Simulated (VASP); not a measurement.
InB3As4:

```xyz
8
Lattice="3.5746 0.0000 0.0000 0.0000 3.6936 5.2438 0.0000 -3.6936 5.2438" Properties=species:S:1:pos:R:3 pbc="T T T"
B     0.0000    0.0000   -0.0447
B     1.7873   -1.9331    2.6490
B     1.7873    1.9331    2.6490
In    0.0000    0.0000    5.1816
As    1.7873    0.0000    1.2859
As    0.0000   -2.0485    3.8186
As    0.0000    2.0485    3.8186
As    1.7873    0.0000    6.8607
```

Base run:

| Property | Result |
| --- | --- |
| Program | VASP 6.6.1 |
| Functional | PBE |
| Potentials or basis | VASP PAW PBE potentials, release 64 (B, In_d, As) |
| Cutoff | 520 eV |
| k mesh | 8 × 4 × 4 |
| Occupations | fermi-dirac, width 0.02 eV |
| Spin | no spin polarisation |

Its results: band gap on the k mesh zero (bands 21 and 22 overlap by 0.43 eV); pressure 2.3 GPa; largest force 0.261 eV/Å.

Task: The run is repeated on the same cell with these changes: functional from PBE to r2SCAN. What comes out?

Result: Band gap on the k mesh zero (bands 21 and 22 overlap by 0.27 eV); pressure 0.1 GPa; largest force 0.029 eV/Å.

Caveats: semilocal functionals underestimate gaps, and a narrow one can read as zero; spin-orbit coupling is left out, which moves the levels of the heavy elements; the PAW data sets were made with another functional, which shifts forces and pressure a little (at least some runs).
